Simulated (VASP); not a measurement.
# KBr (F-43m) in VASP: relaxation of cell and atoms with HSE06

Aim: the relaxation of cell and atoms of KBr with HSE06.

Everything below comes from runs of VASP 6.6.1. Logs are shortened: lines on timing, memory, paths and dates and some standing lists are left out, and cuts for length are marked.

## (1) The cell of the first run

Symmetry: F-43m, No. 216, cubic system. Conventional cell: a = 7.377 Å, b = 7.377 Å, c = 7.377 Å, α = 90.00°, β = 90.00°, γ = 90.00°. K (site symmetry -43m) has 4 Br at 3.19 Å within 4.2 Å. Br (site symmetry -43m) has 4 K at 3.19 Å within 4.2 Å.

## (2) Relaxation of cell and atoms, HSE06

Contents of POSCAR:

```
KBr
1.0
    0.0000000000      3.6882992884      3.6882992884
    3.6882992884      0.0000000000      3.6882992884
    3.6882992884      3.6882992884      0.0000000000
K Br
1 1
Direct
    0.0000000000      0.0000000000      0.0000000000
    0.2500000000      0.2500000000      0.2500000000
```

Contents of INCAR.step1:

```
SYSTEM = KBr
PREC = Accurate ; ENCUT = 600
EDIFF = 1E-5 ; ISMEAR = -1
SIGMA = 0.02 ; LREAL = .FALSE.
LASPH = .TRUE. ; NELM = 100
ALGO = Normal ; LWAVE = .TRUE.
LCHARG = .FALSE. ; GGA = PE
NBANDS = 15
```

Contents of INCAR.step2:

```
SYSTEM = KBr
PREC = Accurate ; ENCUT = 600
EDIFF = 1E-6 ; ISMEAR = -1
SIGMA = 0.02 ; LREAL = .FALSE.
LASPH = .TRUE. ; NELM = 100
ALGO = Normal ; ISIF = 3
LWAVE = .FALSE. ; LCHARG = .FALSE.
GGA = PE ; LHFCALC = .TRUE.
HFSCREEN = 0.2079 ; PRECFOCK = Normal
IBRION = 2 ; NSW = 80
EDIFFG = -0.005 ; ISTART = 1
```

Contents of KPOINTS:

```
Automatic mesh
0
G
  4 4 4
  0 0 0
```

Potentials or basis: VASP PAW PBE potentials, release 64 (K_sv, Br).

Started as:

```console
> cat potpaw_PBE.64/K_sv/POTCAR potpaw_PBE.64/Br/POTCAR > POTCAR
> cp INCAR.step1 INCAR
> mpirun -np 1 vasp_std > vasp.out
> cp INCAR.step2 INCAR
> mpirun -np 1 vasp_std > vasp.out
```

OUTCAR:

```text
SYSTEM = KBr
   PREC = Accurate
   ENCUT = 600
   EDIFF = 1E-6
   ISMEAR = -1
   LREAL = .FALSE.
   LASPH = .TRUE.
   NELM = 100
   ISIF = 3
   GGA = PE
   LHFCALC = .TRUE.
   HFSCREEN = 0.2079
   PRECFOCK = Normal
   IBRION = 2
   NSW = 80
   EDIFFG = -0.005
   ISTART = 1

 ion  position               nearest neighbor table
   1  0.000  0.000  0.000-   2 3.19   2 3.19   2 3.19   2 3.19
   2  0.250  0.250  0.250-   1 3.19   1 3.19   1 3.19   1 3.19

  LATTYP: Found a face centered cubic cell.
 ALAT       =     7.3765985768

  Lattice vectors:

 A1 = (   0.0000000000,   3.6882992884,   3.6882992884)
 A2 = (   3.6882992884,   0.0000000000,   3.6882992884)
 A3 = (   3.6882992884,   3.6882992884,   0.0000000000)

Analysis of symmetry for initial positions (statically):
=====================================================================
 Subroutine PRICEL returns:
 Original cell was already a primitive cell.

 Routine SETGRP: Setting up the symmetry group for a
 face centered cubic supercell.

 Subroutine GETGRP returns: Found 24 space group operations
 (whereof 24 operations were pure point group operations)
 out of a pool of 48 trial point group operations.

The static configuration has the point symmetry T_d .

Analysis of symmetry for dynamics (positions and initial velocities):
=====================================================================
 Subroutine PRICEL returns:
 Original cell was already a primitive cell.

 Routine SETGRP: Setting up the symmetry group for a
 face centered cubic supercell.

 Subroutine GETGRP returns: Found 24 space group operations
 (whereof 24 operations were pure point group operations)
 out of a pool of 48 trial point group operations.

The dynamic configuration has the point symmetry T_d .

 Subroutine INISYM returns: Found 24 space group operations
 (whereof 24 operations are pure point group operations),
 and found     1 'primitive' translations

----------------------------------------------------------------------------------------

                                     Primitive cell

  volume of cell :     100.3479

  direct lattice vectors                    reciprocal lattice vectors
     0.000000000  3.688299288  3.688299288    -0.135563836  0.135563836  0.135563836
     3.688299288  0.000000000  3.688299288     0.135563836 -0.135563836  0.135563836
     3.688299288  3.688299288  0.000000000     0.135563836  0.135563836 -0.135563836

  length of vectors
     5.216042876  5.216042876  5.216042876     0.234803452  0.234803452  0.234803452

  position of ions in fractional coordinates (direct lattice)
     0.000000000  0.000000000  0.000000000
     0.250000000  0.250000000  0.250000000

  ion indices of the primitive-cell ions
   primitive index   ion index
                 1           1
                 2           2

----------------------------------------------------------------------------------------

 KPOINTS: Automatic mesh

Automatic generation of k-mesh.
 Grid dimensions read from file:
 generate k-points for:    4    4    4

 Generating k-lattice:

  Cartesian coordinates                     Fractional coordinates (reciprocal lattice)
    -0.033890959  0.033890959  0.033890959     0.250000000  0.000000000  0.000000000
     0.033890959 -0.033890959  0.033890959     0.000000000  0.250000000  0.000000000
     0.033890959  0.033890959 -0.033890959     0.000000000  0.000000000  0.250000000

  Length of vectors
     0.058700863  0.058700863  0.058700863

  Shift w.r.t. Gamma in fractional coordinates (k-lattice)
     0.000000000  0.000000000  0.000000000

 Subroutine IBZKPT returns following result:
 ===========================================

 Found      8 irreducible k-points:

 Following reciprocal coordinates:
            Coordinates               Weight
  0.000000  0.000000  0.000000      1.000000
  0.250000  0.000000  0.000000      8.000000
  0.500000  0.000000  0.000000      4.000000
  0.250000  0.250000  0.000000      6.000000
  0.500000  0.250000  0.000000     24.000000
 -0.250000  0.250000  0.000000     12.000000
  0.500000  0.500000  0.000000      3.000000
 -0.250000  0.500000  0.250000      6.000000
   k-points           NKPTS =      8   k-points in BZ     NKDIM =     64   number of bands    NBANDS=     12
   number of dos      NEDOS =    301   number of ions     NIONS =      2
   total plane-waves  NPLWV =  74088
   dimension x,y,z NGX =    42 NGY =   42 NGZ =   42
   dimension x,y,z NGXF=    84 NGYF=   84 NGZF=   84
   ions per type =               1   1
   NGX,Y,Z   is equivalent  to a cutoff of  13.39, 13.39, 13.39 a.u.
   NGXF,Y,Z  is equivalent  to a cutoff of  26.77, 26.77, 26.77 a.u.
 SYSTEM =  KBr
   PREC   = accura    normal or accurate (medium, high low for compatibility)
   ISTART =      1    job   : 0-new  1-cont  2-samecut
   ICHARG =      0    charge: 1-file 2-atom 10-const
   ISPIN  =      1    spin polarized calculation?
   LNONCOLLINEAR =      F non collinear calculations
   LSORBIT =      F    spin-orbit coupling
   LASPH  =      T    aspherical Exc in radial PAW
   ENCUT  =  600.0 eV  44.10 Ry    6.64 a.u.  10.42 10.42 10.42*2*pi/ulx,y,z
   NELM   =    100;   NELMIN=  2; NELMDL=  0     # of ELM steps
   EDIFF  = 0.1E-05   stopping-criterion for ELM
   LREAL  =      F    real-space projection
   EDIFFG = -.5E-02   stopping-criterion for IOM
   NSW    =     80    number of steps for IOM
   IBRION =      2    ionic relax: 0-MD 1-quasi-New 2-CG
   NFREE  =      1    steps in history (QN), initial steepest desc. (CG)
   ISIF   =      3    stress and relaxation
   ISYM   =      3    0-nonsym 1-usesym 2-fastsym
   POTIM  = 0.5000    time-step for ionic-motion
   TEBEG  =    0.0;   TEEND  =   0.0 temperature during run
   PSTRESS=    0.0 pullay stress
   NELECT =      16.0000    total number of electrons
   NUPDOWN=      -1.0000    fix difference up-down
   EMIN   =  10.00;   EMAX   =-10.00  energy-range for DOS
   EFERMI =   0.00;   METHOD = LEGACY
   ISMEAR =    -1;   SIGMA  =   0.02  broadening in eV -4-tet -1-fermi 0-gaus
   EFERMI_NEDOS =   21; number of points for ismear=-14 and -15
   IALGO  =     38    algorithm
   IMIX   =      1    mixing-type and parameters
     AMIX     =   0.40;   BMIX     =  1.00
     AMIX_MAG =   1.60;   BMIX_MAG =  1.00
  volume/ion in A,a.u.               =      50.17       338.59
  Fermi-wavevector in a.u.,A,eV,Ry     =   0.887725  1.677558 10.722159  0.788056
  Thomas-Fermi vector in A             =   2.009061
   LORBIT       =      0    0 simple, 1 ext, 2 COOP (PROOUT), +10 PAW based schemes
   GGA     = PE    functional components
   LHFCALC =     T    Hartree Fock is set to
   PRECFOCK=normal    Normal, Fast or Accurate (Low or Medium for compatibility)
   ENCUT4O =  -1.0   cutoff for four orbital integrals eV
   NKREDX  =     1    reduce k-point grid by
   NKREDY  =     1    reduce k-point grid by
   NKREDZ  =     1    reduce k-point grid by
   AEXX    =    0.2500 exact exchange contribution
   HFSCREEN=    0.2079 screening length (either q_TF or 0.3 A-1)
   HFSCREENC=   0.2079 screening length for correlation (either q_TF or 0.3 A-1)
   ENCUTFOCK=  -1.0 apply spherical cutoff to Coloumb kernel
   IVDW    =     0    specifies the selected vdW correction
   LEPSILON=     F    determine dielectric tensor
   LRPA    =     F    only Hartree local field effects (RPA)
 conjugate gradient relaxation of ions
 non-spin polarized calculation
  energy-cutoff  :      600.00
  volume of cell :      100.35
 maximum number of plane-waves:      3383
 NGX is ok and might be reduce to    42
  NGX = 32; NGY = 32; NGZ = 32

--------------------------------------- Ionic step        1  -------------------------------------------

 number of electron      15.9999998 magnetization

 Free energy of the ion-electron system (eV)
  ---------------------------------------------------
  ext. energy  EPLUGINS =         0.00000000
  ---------------------------------------------------
  free energy    TOTEN  =        -6.97265677 eV

  energy without entropy =       -6.97265677  energy(sigma->0) =       -6.97265677

------------------------ aborting loop because EDIFF is reached ----------------------------------------

  FORCE on cell =-STRESS in cart. coord.  units (eV):
  Direction    XX          YY          ZZ          XY          YZ          ZX
  --------------------------------------------------------------------------------------
  -------------------------------------------------------------------------------------
  Total        0.1073289      0.1073289      0.1073289      0.0000000     -0.0000000     -0.0000000
  in kB        1.7136363      1.7136363      1.7136363      0.0000000     -0.0000000     -0.0000000
  external PRESSURE =       1.7136363 kB  Pullay stress =       0.0000000 kB

 VOLUME and BASIS-vectors are now :
 -----------------------------------------------------------------------------
  energy-cutoff  :      600.00
  volume of cell :      100.35
      direct lattice vectors                 reciprocal lattice vectors
     0.000000000  3.688299288  3.688299288    -0.135563836  0.135563836  0.135563836
     3.688299288  0.000000000  3.688299288     0.135563836 -0.135563836  0.135563836
     3.688299288  3.688299288  0.000000000     0.135563836  0.135563836 -0.135563836
[... 37 lines left out ...]
 POSITION                                       TOTAL-FORCE (eV/Angst)
 -----------------------------------------------------------------------------------
      3.69785      0.00000      3.69785        -0.000000     -0.000000     -0.000000
      1.84892      1.84892      1.84892         0.000000      0.000000      0.000000
 -----------------------------------------------------------------------------------
    total drift:                                0.000000     -0.000001      0.000001

  FREE ENERGIE OF THE ION-ELECTRON SYSTEM (eV)
  ---------------------------------------------------
  free  energy   TOTEN  =        -6.9732774790 eV

  energy  without entropy=       -6.9732774790  energy(sigma->0) =       -6.97327748

--------------------------------------- Ionic step        3  -------------------------------------------

 number of electron      15.9999999 magnetization

 Free energy of the ion-electron system (eV)
  ---------------------------------------------------
  ext. energy  EPLUGINS =         0.00000000
  ---------------------------------------------------
  free energy    TOTEN  =        -6.97352373 eV

  energy without entropy =       -6.97352373  energy(sigma->0) =       -6.97352373

 E-fermi :  -3.5176     XC(G=0):  -4.9799

 val. band max:       -4.0298167975   @ k =  -0.2500   0.2500   0.0000
 cond. band min:       1.3304857840   @ k =   0.0000   0.0000   0.0000
 fundamental gap:      5.3603025814
 Fermi energy:        -3.5176469375

 k-point     1 :       0.0000    0.0000    0.0000
  band No.  band energies     occupation
      1     -34.0411      2.00000
      2     -16.8999      2.00000
      3     -16.1819      2.00000
      4     -16.1819      2.00000
      5     -16.1819      2.00000
      6      -4.0404      2.00000
      7      -4.0404      2.00000
      8      -4.0404      2.00000
      9       1.3305      0.00000
     10       6.0109      0.00000
     11       6.0109      0.00000
     12       6.8808      0.00000

 k-point     2 :       0.2500    0.0000    0.0000
  band No.  band energies     occupation
      1     -34.0404      2.00000
      2     -17.0030      2.00000
      3     -16.1853      2.00000
      4     -16.1853      2.00000
      5     -16.0648      2.00000
      6      -4.2519      2.00000
      7      -4.0354      2.00000
      8      -4.0354      2.00000
      9       2.2104      0.00000
     10       5.5605      0.00000
     11       5.5605      0.00000
     12       5.7330      0.00000
[... 110 lines left out ...]
 POSITION                                       TOTAL-FORCE (eV/Angst)
 -----------------------------------------------------------------------------------
      0.00000      0.00000      0.00000         0.000000      0.000000     -0.000000
      1.85409      1.85409      1.85409         0.000000     -0.000000      0.000000
 -----------------------------------------------------------------------------------
    total drift:                                0.000000     -0.000001      0.000001

  FREE ENERGIE OF THE ION-ELECTRON SYSTEM (eV)
  ---------------------------------------------------
  free  energy   TOTEN  =        -6.9735237309 eV

  energy  without entropy=       -6.9735237309  energy(sigma->0) =       -6.97352373

 reached required accuracy - stopping structural energy minimisation
```

It took 36 min on 1 thread of Intel Xeon 8259CL, shared host; peak memory 0.41 GiB.

Results:

| Property | Result |
| --- | --- |
| Free energy | -6.9735 eV |
| Relaxed volume | 50.99 Å³/atom |
| Relaxed cell | a = 5.244 Å, b = 5.244 Å, c = 5.244 Å, α = 60.00°, β = 60.00°, γ = 60.00° |
| Space group after relaxing (to 0.1 Å) | F-43m (No. 216) |
| Energy gained by relaxing | 0.4 meV/atom |
| Ionic steps | 3 |
| Pressure after relaxing | 0.0 GPa |
| Band gap on the k mesh | 5.36 eV (least direct gap 5.37 eV) |

Step by step:
```tsv
step	energy change (eV)	largest force (eV/Å)	pressure (GPa)	volume (Å³)
1	0.0000	0.0000	0.17	100.35
2	-0.0006	0.0000	0.09	101.13
3	-0.0009	0.0000	0.01	101.98
```

Final structure:
```
CELL_PARAMETERS angstrom
0.00000 3.70817 3.70817
3.70817 0.00000 3.70817
3.70817 3.70817 0.00000
ATOMIC_POSITIONS crystal
K 0.00000 0.00000 0.00000
Br 0.25000 0.25000 0.25000
```

Caveat: the PAW data sets were made with another functional, which shifts forces and pressure a little.
